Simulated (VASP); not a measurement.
The system is InSb.

```
CELL_PARAMETERS angstrom
0.00000 3.31661 3.31661
3.31661 0.00000 3.31661
3.31661 3.31661 0.00000
ATOMIC_POSITIONS crystal
In 0.00000 0.00000 0.00000
Sb 0.25000 0.25000 0.25000
```

Program: VASP 6.6.1. Alike in all runs: task single point; potentials or basis VASP PAW PBE potentials, release 64 (In_d, Sb); cell as given; cutoff (eV) 520.

Problem. Order these runs on this cell by their pressure, lowest first.
A. level PBE+D3(BJ); spin off; k mesh 1 × 1 × 1, shifted; smearing gaussian 0.1 eV
B. level PBEsol; spin collinear, ferromagnetic start; fixed moment (μB) 3.0; k mesh 2 × 5 × 2; smearing methfessel-paxton 0.042 eV
C. level PBE; spin off; k mesh 4 × 4 × 4; smearing gaussian 0.078 eV

Solution. A (-6.5 GPa), C (0.4 GPa), B (7.0 GPa).

Caveats: all runs use coarse meshes; the moment is held away from its start (some runs); the PAW data sets were made with another functional, which shifts forces and pressure a little (some runs); the total moment is fixed, so each spin has its own Fermi level (some runs); three body term missing (some runs).
